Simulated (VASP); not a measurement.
# MgO (P4/nmm) in VASP: notebook, part 2 of 2

VASP 6.6.1. Earlier steps stand in the parts before.

## 4. Single point, PBE (mode 9 (400.1 1/cm) frozen in, largest displacement +0.188 Å)

File INCAR:

```
SYSTEM = MgO
PREC     = Accurate       ! precision mode
ENCUT    = 520            ! plane-wave cutoff, eV
EDIFF    = 1E-6           ! SCF threshold, eV
ISMEAR   = 0              ! smearing method
SIGMA    = 0.05           ! smearing width, eV
LREAL    = .FALSE.        ! projectors in reciprocal space
LASPH    = .TRUE.         ! aspherical terms in the spheres
NELM     = 80             ! most SCF steps
ALGO     = Normal         ! electronic algorithm
ISIF     = 2              ! what is computed and relaxed
LWAVE    = .FALSE.        ! write WAVECAR
LCHARG   = .FALSE.        ! write CHGCAR
GGA      = PE             ! functional
NBANDS   = 16             ! bands
```

File KPOINTS:

```
regular mesh
0
G
  8 8 6
  0 0 0
```

File POSCAR:

```
MgO
1.0
    0.0000000000     -2.1269229054     -2.1269229054
    0.0000000000      2.1269229054     -2.1269229054
    4.2538458108      0.0000000000      0.0000000000
Mg O
2 2
Direct
    0.5000000000      0.5000000000      0.5440777612
    0.0000000000      0.0000000000     -0.0440777612
    0.5000000000      0.5000000000     -0.0060843547
    0.0000000000      0.0000000000      0.5060843547
```

Potentials or basis: VASP PAW PBE potentials, release 64 (Mg, O).

The run is started by

```sh
cat potpaw_PBE.64/Mg/POTCAR potpaw_PBE.64/O/POTCAR > POTCAR
mpirun -np 1 vasp_std > vasp.out
```

OUTCAR:

```text
SYSTEM = MgO
   PREC = Accurate
   ENCUT = 520
   EDIFF = 1E-6
   ISMEAR = 0
   LREAL = .FALSE.
   LASPH = .TRUE.
   NELM = 80
   ISIF = 2
   GGA = PE

 ion  position               nearest neighbor table
   1  0.500  0.500  0.544-   3 1.91   4 2.13   4 2.13   4 2.13   4 2.13   3 2.34   2 2.76   2 2.76
                             2 2.76   2 2.76   2 3.28   2 3.28   2 3.28   2 3.28
   2  0.000  0.000  0.956-   4 1.91   3 2.13   3 2.13   3 2.13   3 2.13   4 2.34   1 2.76   1 2.76
                             1 2.76   1 2.76   1 3.28   1 3.28   1 3.28   1 3.28
   3  0.500  0.500  0.994-   1 1.91   2 2.13   2 2.13   2 2.13   2 2.13   1 2.34
   4  0.000  0.000  0.506-   2 1.91   1 2.13   1 2.13   1 2.13   1 2.13   2 2.34

[... 661 lines left out ...]
  -------------------------------------------------------------------------------------
  Total        3.3628767      0.3285459      0.3285459      0.0000000      0.0000000      0.0000000
  in kB      139.9929914     13.6770162     13.6770162      0.0000000      0.0000000      0.0000000
  external PRESSURE =      55.7823413 kB  Pullay stress =       0.0000000 kB

 VOLUME and BASIS-vectors are now :
 -----------------------------------------------------------------------------
  energy-cutoff  :      520.00
  volume of cell :       38.49
      direct lattice vectors                 reciprocal lattice vectors
     0.000000000 -2.126922905 -2.126922905     0.000000000 -0.235081393 -0.235081393
     0.000000000  2.126922905 -2.126922905     0.000000000  0.235081393 -0.235081393
     4.253845811  0.000000000  0.000000000     0.235081393  0.000000000  0.000000000

 POSITION                                       TOTAL-FORCE (eV/Angst)
 -----------------------------------------------------------------------------------
      2.31442      0.00000     -2.12692        -3.085201      0.000000      0.000000
      4.06635      0.00000      0.00000         3.085201     -0.000000     -0.000000
      4.22796      0.00000     -2.12692         0.586570      0.000000     -0.000000
      2.15280      0.00000      0.00000        -0.586570     -0.000000      0.000000
 -----------------------------------------------------------------------------------
    total drift:                                0.000000     -0.000000      0.000000

  FREE ENERGIE OF THE ION-ELECTRON SYSTEM (eV)
  ---------------------------------------------------
  free  energy   TOTEN  =       -23.2706354502 eV

  energy  without entropy=      -23.2706354502  energy(sigma->0) =      -23.27063545
```

Run time: 46 s. Hardware: 1 thread of Intel Xeon 8259CL, shared host; peak memory 0.16 GiB.

Results:

```yaml
Free_energy: -23.2706 eV
Pressure: 5.6 GPa
Largest_force: 3.085 eV/Å
Band_gap_on_the_k_mesh: 4.48 eV, direct
```

Forces in eV/Å, atoms in the order of the input:
```
Mg  -3.085  0.000  0.000
Mg   3.085  0.000  0.000
O    0.587  0.000  0.000
O   -0.587  0.000  0.000
```

Caveat: the cell differs from its parent crystal (mode 9 (400.1 1/cm) frozen in, largest displacement +0.188 Å); forces of over 1 eV/Å act on the atoms, so gaps and moduli don't describe the material at rest.

## 5. Single point, PBE (mode 9 (400.1 1/cm) frozen in, largest displacement +0.113 Å)

File INCAR:

```
PREC = Accurate
ENCUT = 520
EDIFF = 1E-6
ISMEAR = 0
SIGMA = 0.05
LREAL = F
LASPH = T
NELM = 80
ALGO = Normal
ISIF = 2
LWAVE = F
LCHARG = F
GGA = PE
NBANDS = 16
```

File KPOINTS:

```
Automatic mesh
0
Gamma
  8 8 6
```

File POSCAR:

```
MgO
1.0
    0.0000000000     -2.1269229054     -2.1269229054
    0.0000000000      2.1269229054     -2.1269229054
    4.2538458108      0.0000000000      0.0000000000
Mg O
2 2
Direct
    0.5000000000      0.5000000000      0.5264466567
    0.0000000000      0.0000000000     -0.0264466567
    0.5000000000      0.5000000000     -0.0036506128
    0.0000000000      0.0000000000      0.5036506128
```

The run is started by

```sh
cat potpaw_PBE.64/Mg/POTCAR potpaw_PBE.64/O/POTCAR > POTCAR
mpirun -np 1 vasp_std > vasp.out
```

Wall time 56 s (1 thread of Intel Xeon 8259CL, shared host); peak memory 0.16 GiB.

Results (log left out):

```yaml
Free_energy: -23.6336 eV
Pressure: 1.5 GPa
Largest_force: 1.702 eV/Å
Band_gap_on_the_k_mesh: 4.46 eV, direct
```

Forces on the atoms (eV/Å):
```
Mg  -1.702  0.000  0.000
Mg   1.702  0.000  0.000
O    0.217  0.000  0.000
O   -0.217  0.000  0.000
```

Stress tensor (GPa, compression positive):
```
 4.38  0.00  0.00
 0.00 -0.01  0.00
 0.00  0.00 -0.01
```

Levels at points of the mesh, in eV from the valence-band top:
```tsv
k point	band 4	band 5	band 6	band 7	band 8	band 9	band 10	band 11	band 12	band 13
(0.00, 0.00, 0.00)	-1.31	-1.31	0.00	0.00	0.00	4.46	9.03	9.64	12.74	15.65
(0.50, 0.00, 0.00)	-3.41	-1.89	-1.89	-0.62	-0.62	9.22	9.22	11.54	11.54	13.74
(0.50, 0.50, 0.00)	-3.97	-1.31	-1.31	-1.28	-1.28	9.11	9.11	9.65	9.65	12.85
(0.00, 0.00, 0.50)	-2.51	-0.79	-0.79	-0.63	-0.63	7.60	7.88	10.50	11.70	14.79
(0.50, 0.00, 0.50)	-4.47	-0.62	-0.62	-0.61	-0.61	7.72	7.72	12.25	12.25	16.01
(0.50, 0.50, 0.50)	-3.03	-2.69	-2.69	-1.69	-1.69	11.11	11.11	11.71	11.71	11.87
```

Caveat: the cell differs from its parent crystal (mode 9 (400.1 1/cm) frozen in, largest displacement +0.113 Å); forces of over 1 eV/Å act on the atoms, so gaps and moduli don't describe the material at rest.
